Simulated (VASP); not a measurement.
# AlNi3 (Fm-3m) in VASP: notebook

AlNi3 is run at these levels: PBE; tasks: single point.

All numbers are computed with VASP 6.6.1; they aren't measurements. Logs are shortened: lines on timing, memory, paths and dates and some standing lists are left out, and cuts for length are marked.

### 1 The cell of the first run

It takes space group Fm-3m (No. 225, cubic). The conventional cell has a = 5.672 Å, b = 5.672 Å, c = 5.672 Å, α = 90.00°, β = 90.00°, γ = 90.00°. Al (site symmetry m-3m) has 14 Ni at 2.46 to 2.84 Å within 3.2 Å. Ni (site symmetry -43m) has 4 Al at 2.46 Å and 10 Ni at 2.46 to 2.84 Å within 3.2 Å. Ni (site symmetry m-3m) has 8 Ni at 2.46 Å and 6 Al at 2.84 Å within 3.2 Å.

### 2 Single point, PBE

Input file INCAR:

```
SYSTEM = AlNi3
  ALGO = Normal
  EDIFF = 1E-7
  ENCUT = 520
  GGA = PE
  ISIF = 2
  ISMEAR = 0
  LASPH = .True.
  LCHARG = .False.
  LREAL = .False.
  LWAVE = .False.
  NBANDS = 24
  NELM = 100
  PREC = Accurate
  SIGMA = 0.15
```

Input file KPOINTS:

```
k-points
0
Gamma
  14 14 14
  0 0 0
```

Input file POSCAR:

```
AlNi3
1.0
    0.0000000000      2.8358889503      2.8358889503
    2.8358889503      0.0000000000      2.8358889503
    2.8358889503      2.8358889503      0.0000000000
Al Ni
1 3
Direct
    0.5000000000      0.5000000000      0.5000000000
    0.2500000000      0.2500000000      0.2500000000
    0.0000000000      0.0000000000      0.0000000000
    0.7500000000      0.7500000000      0.7500000000
```

Potentials or basis: VASP PAW PBE potentials, release 64 (Al, Ni).

On the command line:

```bash
$ cat potpaw_PBE.64/Al/POTCAR potpaw_PBE.64/Ni/POTCAR > POTCAR
$ mpirun -np 1 vasp_std > vasp.out
```

OUTCAR:

```text
SYSTEM = AlNi3
   EDIFF = 1E-7
   ENCUT = 520
   GGA = PE
   ISIF = 2
   ISMEAR = 0
   LASPH = .True.
   LREAL = .False.
   NELM = 100
   PREC = Accurate

 ion  position               nearest neighbor table
   1  0.500  0.500  0.500-   2 2.46   4 2.46   2 2.46   2 2.46   2 2.46   4 2.46   4 2.46   4 2.46
                             3 2.84   3 2.84   3 2.84   3 2.84   3 2.84   3 2.84
   2  0.250  0.250  0.250-   1 2.46   3 2.46   3 2.46   3 2.46   3 2.46   1 2.46   1 2.46   1 2.46
                             4 2.84   4 2.84   4 2.84   4 2.84   4 2.84   4 2.84
   3  0.000  0.000  0.000-   2 2.46   4 2.46   4 2.46   4 2.46   4 2.46   2 2.46   2 2.46   2 2.46
                             1 2.84   1 2.84   1 2.84   1 2.84   1 2.84   1 2.84
   4  0.750  0.750  0.750-   1 2.46   3 2.46   1 2.46   1 2.46   1 2.46   3 2.46   3 2.46   3 2.46
                             2 2.84   2 2.84   2 2.84   2 2.84   2 2.84   2 2.84

  LATTYP: Found a face centered cubic cell.
 ALAT       =     5.6717779006

  Lattice vectors:

 A1 = (   0.0000000000,   2.8358889503,   2.8358889503)
 A2 = (   2.8358889503,   0.0000000000,   2.8358889503)
 A3 = (   2.8358889503,   2.8358889503,   0.0000000000)

Analysis of symmetry for initial positions (statically):
[... 6 lines left out ...]

 Subroutine GETGRP returns: Found 48 space group operations
 (whereof 48 operations were pure point group operations)
 out of a pool of 48 trial point group operations.

The static configuration has the point symmetry O_h .

Analysis of symmetry for dynamics (positions and initial velocities):
[... 6 lines left out ...]

 Subroutine GETGRP returns: Found 48 space group operations
 (whereof 48 operations were pure point group operations)
 out of a pool of 48 trial point group operations.

The dynamic configuration has the point symmetry O_h .

 Subroutine INISYM returns: Found 48 space group operations
 (whereof 48 operations are pure point group operations),
 and found     1 'primitive' translations

----------------------------------------------------------------------------------------

                                     Primitive cell

  volume of cell :      45.6139

  direct lattice vectors                    reciprocal lattice vectors
     0.000000000  2.835888950  2.835888950    -0.176311558  0.176311558  0.176311558
     2.835888950  0.000000000  2.835888950     0.176311558 -0.176311558  0.176311558
     2.835888950  2.835888950  0.000000000     0.176311558  0.176311558 -0.176311558

  length of vectors
     4.010552615  4.010552615  4.010552615     0.305380577  0.305380577  0.305380577

  position of ions in fractional coordinates (direct lattice)
     0.500000000  0.500000000  0.500000000
     0.250000000  0.250000000  0.250000000
     0.000000000  0.000000000  0.000000000
     0.750000000  0.750000000  0.750000000

  ion indices of the primitive-cell ions
   primitive index   ion index
                 1           1
                 2           2
                 3           3
                 4           4

----------------------------------------------------------------------------------------

 KPOINTS: k-points

Automatic generation of k-mesh.
 Grid dimensions read from file:
 generate k-points for:   14   14   14

 Generating k-lattice:

  Cartesian coordinates                     Fractional coordinates (reciprocal lattice)
    -0.012593683  0.012593683  0.012593683     0.071428571  0.000000000  0.000000000
     0.012593683 -0.012593683  0.012593683     0.000000000  0.071428571  0.000000000
     0.012593683  0.012593683 -0.012593683     0.000000000  0.000000000  0.071428571

  Length of vectors
     0.021812898  0.021812898  0.021812898

  Shift w.r.t. Gamma in fractional coordinates (k-lattice)
     0.000000000  0.000000000  0.000000000

 Subroutine IBZKPT returns following result:
 ===========================================

 Found    104 irreducible k-points:

 Following reciprocal coordinates:
            Coordinates               Weight
  0.000000  0.000000  0.000000      1.000000
  0.071429  0.000000  0.000000      8.000000
  0.142857  0.000000  0.000000      8.000000
  0.214286  0.000000  0.000000      8.000000
  0.285714  0.000000  0.000000      8.000000
  0.357143  0.000000  0.000000      8.000000
[... 16 lines left out ...]
  0.214286  0.142857  0.000000     24.000000
  0.285714  0.142857  0.000000     24.000000
 [... further k-points ...]
   k-points           NKPTS =    104   k-points in BZ     NKDIM =    104   number of bands    NBANDS=     24
   number of dos      NEDOS =    301   number of ions     NIONS =      4
   total plane-waves  NPLWV =  27000
   dimension x,y,z NGX =    30 NGY =   30 NGZ =   30
   dimension x,y,z NGXF=    60 NGYF=   60 NGZF=   60
   ions per type =               1   3
   NGX,Y,Z   is equivalent  to a cutoff of  12.44, 12.44, 12.44 a.u.
   NGXF,Y,Z  is equivalent  to a cutoff of  24.87, 24.87, 24.87 a.u.
 SYSTEM =  AlNi3
   PREC   = accura    normal or accurate (medium, high low for compatibility)
   ISTART =      0    job   : 0-new  1-cont  2-samecut
   ICHARG =      2    charge: 1-file 2-atom 10-const
   ISPIN  =      1    spin polarized calculation?
   LNONCOLLINEAR =      F non collinear calculations
   LSORBIT =      F    spin-orbit coupling
   LASPH  =      T    aspherical Exc in radial PAW
   ENCUT  =  520.0 eV  38.22 Ry    6.18 a.u.   7.46  7.46  7.46*2*pi/ulx,y,z
   NELM   =    100;   NELMIN=  2; NELMDL= -5     # of ELM steps
   EDIFF  = 0.1E-06   stopping-criterion for ELM
   LREAL  =      F    real-space projection
   EDIFFG = 0.1E-05   stopping-criterion for IOM
   NSW    =      0    number of steps for IOM
   IBRION =     -1    ionic relax: 0-MD 1-quasi-New 2-CG
   NFREE  =      0    steps in history (QN), initial steepest desc. (CG)
   ISIF   =      2    stress and relaxation
   ISYM   =      2    0-nonsym 1-usesym 2-fastsym
   POTIM  = 0.5000    time-step for ionic-motion
   TEBEG  =    0.0;   TEEND  =   0.0 temperature during run
   PSTRESS=    0.0 pullay stress
   NELECT =      33.0000    total number of electrons
   NUPDOWN=      -1.0000    fix difference up-down
   EMIN   =  10.00;   EMAX   =-10.00  energy-range for DOS
   EFERMI =   0.00;   METHOD = LEGACY
   ISMEAR =     0;   SIGMA  =   0.15  broadening in eV -4-tet -1-fermi 0-gaus
   EFERMI_NEDOS =   21; number of points for ismear=-14 and -15
   IALGO  =     38    algorithm
   IMIX   =      4    mixing-type and parameters
     AMIX     =   0.40;   BMIX     =  1.00
     AMIX_MAG =   1.60;   BMIX_MAG =  1.00
  volume/ion in A,a.u.               =      11.40        76.95
  Fermi-wavevector in a.u.,A,eV,Ry     =   1.469649  2.777234 29.386786  2.159868
  Thomas-Fermi vector in A             =   2.585001
   LORBIT       =      0    0 simple, 1 ext, 2 COOP (PROOUT), +10 PAW based schemes
   GGA     = PE    functional components
   LHFCALC =     F    Hartree Fock is set to
   AEXX    =    0.0000 exact exchange contribution
   IVDW    =     0    specifies the selected vdW correction
   LEPSILON=     F    determine dielectric tensor
   LRPA    =     F    only Hartree local field effects (RPA)
 non-spin polarized calculation
 Gauss-broadening in eV      SIGMA  =   0.15
  energy-cutoff  :      520.00
  volume of cell :       45.61
 maximum number of plane-waves:      1246
 NGX is ok and might be reduce to    30
   NGX = 15   NGY = 15   NGZ = 15

 number of electron      32.9999984 magnetization

 Free energy of the ion-electron system (eV)
  ---------------------------------------------------
  ext. energy  EPLUGINS =         0.00000000
  ---------------------------------------------------
  free energy    TOTEN  =       -21.70514317 eV

  energy without entropy =      -21.67218525  energy(sigma->0) =      -21.68866421

 E-fermi :   9.4615     XC(G=0): -12.6198

 val. band max:        9.4527921968   @ k =  -0.2857   0.5000   0.2143
 cond. band min:       9.4773784760   @ k =   0.5000   0.2143   0.0714
 fundamental gap:      0.0245862792
 Fermi energy:         9.4615442117

 k-point     1 :       0.0000    0.0000    0.0000
  band No.  band energies     occupation
      1      -0.4778      2.00000
      2       6.0530      2.00000
      3       6.0530      2.00000
      4       6.1471      2.00000
      5       6.1471      2.00000
      6       6.1471      2.00000
[... 16 lines left out ...]
     23      16.2773      0.00000
     24      18.0047      0.00000

 k-point     2 :       0.0714    0.0000    0.0000
  band No.  band energies     occupation
      1      -0.4038      2.00000
      2       6.0093      2.00000
      3       6.0093      2.00000
      4       6.1056      2.00000
      5       6.2297      2.00000
      6       6.2297      2.00000
[... 16 lines left out ...]
     23      16.6981      0.00000
     24      17.8061      0.00000

 k-point     3 :       0.1429    0.0000    0.0000
  band No.  band energies     occupation
      1      -0.1833      2.00000
      2       5.9754      2.00000
      3       5.9754      2.00000
      4       5.9791      2.00000
      5       6.3750      2.00000
      6       6.3750      2.00000
[... 16 lines left out ...]
     23      17.1904      0.00000
     24      17.6145      0.00000

 k-point     4 :       0.2143    0.0000    0.0000
  band No.  band energies     occupation
      1       0.1794      2.00000
      2       5.7329      2.00000
      3       5.9772      2.00000
      4       5.9772      2.00000
      5       6.5406      2.00000
      6       6.5406      2.00000
[... 16 lines left out ...]
     23      17.3555      0.00000
     24      17.9803      0.00000

 k-point     5 :       0.2857    0.0000    0.0000
  band No.  band energies     occupation
      1       0.6761      2.00000
      2       5.2776      2.00000
      3       6.0085      2.00000
      4       6.0085      2.00000
      5       6.7021      2.00000
      6       6.7021      2.00000
[... 16 lines left out ...]
     23      17.3619      0.00000
     24      18.7695      0.00000

 k-point     6 :       0.3571    0.0000    0.0000
  band No.  band energies     occupation
      1       1.2927      2.00000
      2       4.5916      2.00000
      3       6.0549      2.00000
      4       6.0549      2.00000
      5       6.7992      2.00000
      6       6.8282      2.00000
[... 16 lines left out ...]
     23      17.3326      0.00000
     24      19.7431      0.00000
[... 379 lines left out ...]
 k-point    21 :      -0.0714    0.0714    0.0000
  band No.  band energies     occupation
      1      -0.2810      2.00000
      2       5.9412      2.00000
      3       5.9487      2.00000
      4       6.1929      2.00000
      5       6.2155      2.00000
      6       6.3445      2.00000
[... 16 lines left out ...]
     23      16.8717      0.00000
     24      17.0954      0.00000

 k-point    22 :       0.1429    0.1429    0.0000
  band No.  band energies     occupation
      1      -0.0858      2.00000
      2       5.6545      2.00000
      3       6.1935      2.00000
      4       6.2856      2.00000
      5       6.2856      2.00000
      6       6.3260      2.00000
[... 16 lines left out ...]
     23      16.7391      0.00000
     24      18.2274      0.00000

 k-point    23 :       0.2143    0.1429    0.0000
  band No.  band energies     occupation
      1       0.1796      2.00000
      2       5.5121      2.00000
      3       6.2177      2.00000
      4       6.2374      2.00000
      5       6.4218      2.00000
      6       6.4690      2.00000
[... 16 lines left out ...]
     23      17.0363      0.00000
     24      18.7852      0.00000

 k-point    24 :       0.2857    0.1429    0.0000
  band No.  band energies     occupation
      1       0.5825      2.00000
      2       5.3398      2.00000
      3       6.1168      2.00000
      4       6.2386      2.00000
      5       6.5836      2.00000
      6       6.5865      2.00000
[... 16 lines left out ...]
     23      17.0136      0.00000
     24      18.9384      0.00000

 [... further k-points ...]
[... 5 lines left out ...]
  --------------------------------------------------------------------------------------
  -------------------------------------------------------------------------------------
  Total        0.0205920      0.0205920      0.0205920      0.0000000      0.0000000     -0.0000000
  in kB        0.7232877      0.7232877      0.7232877      0.0000000      0.0000000     -0.0000000
  external PRESSURE =       0.7232877 kB  Pullay stress =       0.0000000 kB

 VOLUME and BASIS-vectors are now :
 -----------------------------------------------------------------------------
  energy-cutoff  :      520.00
  volume of cell :       45.61
      direct lattice vectors                 reciprocal lattice vectors
     0.000000000  2.835888950  2.835888950    -0.176311558  0.176311558  0.176311558
     2.835888950  0.000000000  2.835888950     0.176311558 -0.176311558  0.176311558
     2.835888950  2.835888950  0.000000000     0.176311558  0.176311558 -0.176311558

 POSITION                                       TOTAL-FORCE (eV/Angst)
 -----------------------------------------------------------------------------------
      2.83589      2.83589      2.83589        -0.000000      0.000000      0.000000
      1.41794      1.41794      1.41794         0.000000      0.000000      0.000000
      0.00000      0.00000      0.00000        -0.000000      0.000000      0.000000
      4.25383      4.25383      4.25383        -0.000000     -0.000000     -0.000000
 -----------------------------------------------------------------------------------
    total drift:                                0.000000     -0.000000      0.000000

  FREE ENERGIE OF THE ION-ELECTRON SYSTEM (eV)
  ---------------------------------------------------
  free  energy   TOTEN  =       -21.7051431682 eV

  energy  without entropy=      -21.6721852543  energy(sigma->0) =      -21.68866421
```

Run time: 2.5 min. Hardware: 1 thread of Intel Xeon Platinum 8488C (Sapphire Rapids), shared host; peak memory 0.23 GiB.

Results:

```yaml
Free_energy: -21.7051 eV
Pressure: 0.1 GPa
```

Levels at points of the mesh, in eV from the Fermi level:
```csv
k point,band 12,band 13,band 14,band 15,band 16,band 17,band 18,band 19,band 20,band 21
"(0.00, 0.00, 0.00)",-0.86,-0.54,-0.54,-0.50,-0.50,5.35,5.35,5.35,5.72,5.72
"(0.50, 0.00, 0.00)",-1.64,-0.62,-0.62,-0.46,-0.46,-0.14,4.27,4.27,4.63,4.63
"(0.50, 0.50, 0.00)",-1.11,-1.01,-0.71,-0.57,-0.37,-0.34,-0.34,-0.05,4.12,4.44
```

Spin polarisation is off, so any magnetic state and its effect on volume and gap are missing.

(Continued in part 2 of 2.)
